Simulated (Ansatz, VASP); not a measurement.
One calculation of MgO, two programs

File INCAR:

```
PREC = Accurate
ENCUT = 520
EDIFF = 1E-6
ISMEAR = 0
SIGMA = 0.05
LREAL = False
LASPH = True
NELM = 60
ALGO = Normal
ISIF = 2
LWAVE = False
LCHARG = False
GGA = PS
NBANDS = 11
```

KPOINTS

```
Automatic mesh
0
Gamma
  10 10 10
```

Contents of POSCAR:

```
MgO
1.0
    0.0000000000      2.4231715782      2.1071057202
    2.1071057202      0.0000000000      2.1071057202
    2.1071057202      2.4231715782      0.0000000000
Mg O
1 1
Direct
    0.0000000000      0.0000000000      0.0000000000
    0.5000000000      0.5000000000      0.5000000000
```

Input for Ansatz:

```yaml
crystal:
  lattice:
    - [0.0, 2.4231715782, 2.1071057202]
    - [2.1071057202, 0.0, 2.1071057202]
    - [2.1071057202, 2.4231715782, 0.0]
  atoms:
    - { symbol: Mg, position: [0.0, 0.0, 0.0] }
    - { symbol: O, position: [0.5, 0.5, 0.5] }
basis:
  ecutwfc: 420
kpoints:
  mp_grid: { grid: [10, 10, 10] }
hamiltonian:
  xc: pbesol
scf:
  occupations: { method: gaussian, width: 0.05 }
output:
  forces: true
  stress: true
  eigenvalues: true
```

Change from the starting cell: strain +0.1500 x Voigt [0, 1, 0, 0, 0, 0], atoms carried along.

Alike in both runs: task single point; functional PBEsol; k mesh 10 × 10 × 10; occupations gaussian, width 0.05 eV; no spin polarisation.

|  | VASP | Ansatz |
| --- | --- | --- |
| version | VASP 6.6.1 | Ansatz 0.2.0 |
| potentials or method | VASP PAW PBE potentials, release 64 (Mg, O), cutoff 520 eV | scalar-relativistic, plane waves, PAW |
| valence electrons in the cell | 8 | 16 |

```csv
,VASP,Ansatz,Ansatz less VASP
gap on the k mesh at the Fermi level (eV),3.23,3.24,+0.008
least direct gap on the mesh (eV),3.23,3.24,+0.008
pressure (GPa),-13.1,-12.6,+0.50
"traceless stress, the component that is largest in VASP (GPa)",-5.31,-5.38,-0.072
```

VASP's potentials were made for PBE, not for PBEsol. VASP's potentials hold 8 valence electrons a cell and Ansatz's 16, so a difference there can come from the potentials and not from the codes.
